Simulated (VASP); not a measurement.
Write the native input for VASP 6.6.1 that does the following.

* Task: relaxation of cell and atoms
* Functional: PBEsol
* Potentials or basis: VASP PAW PBE potentials, release 64 (Sb)
* Cutoff: 600 eV
* k mesh: 7 × 7 × 7
* Occupations: fermi-dirac, width 0.05 eV
* Spin: no spin polarisation
* Dipole correction: no
* Further INCAR settings: ALGO = Normal; EDIFF = 1e-07; IBRION = 2; EDIFFG = -0.01; NSW = 80; ISIF = 3

The structure of Sb lies in POSCAR:

```
Sb
1.0
   -4.0300106443      4.0300106443      2.0254867038
    4.0300106443     -4.0300106443      2.0254867038
    4.0300106443      4.0300106443     -2.0254867038
Sb
4
Direct
    0.6512630600      0.1512630600      0.8025261200
    0.1512630600      0.3487369400      0.5000000000
    0.3487369400      0.8487369400      0.1974738800
    0.8487369400      0.6512630600      0.5000000000
```

The input as run:

INCAR

```
SYSTEM = Sb
PREC     = Accurate       ! precision mode
ENCUT    = 600            ! plane-wave cutoff, eV
EDIFF    = 1E-7           ! SCF threshold, eV
ISMEAR   = -1             ! smearing method
SIGMA    = 0.05           ! smearing width, eV
LREAL    = .False.        ! projectors in reciprocal space
LASPH    = .True.         ! aspherical terms in the spheres
NELM     = 60             ! most SCF steps
ALGO     = Normal         ! electronic algorithm
ISIF     = 3              ! what is computed and relaxed
LWAVE    = .False.        ! write WAVECAR
LCHARG   = .False.        ! write CHGCAR
GGA      = PS             ! functional
IBRION   = 2              ! ionic algorithm
NSW      = 80             ! ionic steps
EDIFFG   = -0.01          ! ionic threshold
```

KPOINTS

```
Automatic mesh
0
Gamma
  7 7 7
  0 0 0
```

Potentials or basis: VASP PAW PBE potentials, release 64 (Sb).

The run is started by

```sh
$ cat potpaw_PBE.64/Sb/POTCAR > POTCAR
$ mpirun -np 1 vasp_std > vasp.out
```

It gave:

```json
{
 "Relaxed volume": "32.37 Å³/atom",
 "Relaxed cell": "a = 5.997 Å, b = 5.997 Å, c = 5.997 Å, α = 96.61°, β = 96.61°, γ = 140.34°",
 "Space group after relaxing (to 0.1 Å)": "I4/mcm (No. 140)",
 "Energy gained by relaxing": "1.5 meV/atom",
 "Ionic steps": "5",
 "Pressure after relaxing": "0.0 GPa",
 "Largest force after relaxing": "0.004 eV/Å",
 "Band gap on the k mesh": "zero (bands 10 and 11 overlap by 1.60 eV)"
}
```

Caveat: the PAW data sets were made with another functional, which shifts forces and pressure a little; spin-orbit coupling is left out, which moves the levels of the heavy elements.

It took 3 min on 1 thread of Intel(R) Xeon(R) 6975P-C (Granite Rapids), on a shared host, peak memory 0.37 GiB.
